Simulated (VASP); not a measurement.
Input of a VASP 6.6.1 run:

Contents of INCAR:

```
PREC = Accurate ; ENCUT = 520
EDIFF = 1E-8 ; ISMEAR = -1
SIGMA = 0.05 ; LREAL = False
LASPH = True ; NELM = 60
ALGO = Normal ; ISIF = 2
LWAVE = False ; LCHARG = False
GGA = CA ; LEFG = True
NBANDS = 19
```

KPOINTS

```
regular mesh
0
Gamma
  15 15 7
```

Contents of POSCAR:

```
Ce
1.0
    3.1422730822      0.0000000000      0.0000000000
   -1.5711365411      2.7212883148      0.0000000000
    0.0000000000      0.0000000000      5.8267817786
Ce
2
Direct
    0.3333333333      0.6666666667      0.2500000000
    0.6666666667      0.3333333333      0.7500000000
```

Potentials or basis: VASP PAW LDA potentials, release 64 (Ce).

Command:

```console
$ cat potpaw_LDA.64/Ce/POTCAR > POTCAR
$ mpirun -np 1 vasp_std > vasp.out
```

**Question.** Estimate the band gap on the k mesh.

**Answer.** Zero (bands 12 and 13 overlap by 0.54 eV).

**Question.** Estimate the pressure.

**Answer.** -4.5 GPa.

Electric field gradients, principal values (V/Å²):
```tsv
atom	least	middle	greatest (by size)
1 Ce	63.486	63.486	-126.972
2 Ce	63.486	63.486	-126.972
```

Caveat: the cell stands under tension; without QUAD_EFG the Cq values of the log hold for a quadrupole moment of 1 mb, not for the nuclei; spin-orbit coupling is left out, which moves the levels of the heavy elements; semilocal functionals describe open f shells poorly, which spoils levels, moments and volumes. Spin polarisation is off, so any magnetic state and its effect on volume and gap are missing.
